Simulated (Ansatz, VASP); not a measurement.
Ca4Br in VASP and in Ansatz

```xyz
5
Lattice="5.9039 0.0000 0.0000 -2.9520 5.1130 0.0000 0.0000 0.0000 5.0035" Properties=species:S:1:pos:R:3 pbc="T T T"
Ca    2.9520    0.0000    2.5018
Ca   -1.4760    2.5565    2.5018
Ca    1.4760    2.5565    2.5018
Ca    0.0000    0.0000    2.5018
Br    0.0000    0.0000    0.0000
```

Alike in both runs: task single point; functional PBE; k mesh 3 × 3 × 4; occupations gaussian, width 0.1 eV; no spin polarisation.

|  | VASP | Ansatz |
| --- | --- | --- |
| version | VASP 6.6.1 | Ansatz 0.2.0 |
| potentials or method | VASP PAW PBE potentials, release 64 (Ca_sv, Br), cutoff 520 eV | scalar-relativistic, plane waves, PAW |
| valence electrons in the cell | 47 | 47 |

|  | VASP | Ansatz | Ansatz less VASP |
| --- | --- | --- | --- |
| gap on the k mesh at the Fermi level (eV) | none | none | - |
| pressure (GPa) | 18.1 | 18.0 | -0.10 |
| traceless stress, the component that is largest in VASP (GPa) | -10.43 | -10.50 | -0.070 |

A gap of «none» marks a metal or a gap that the smearing closes. With one functional, cell and mesh, what is left measures potentials, basis and numerics.

The k mesh is coarse, so the values compare programs but aren't converged.
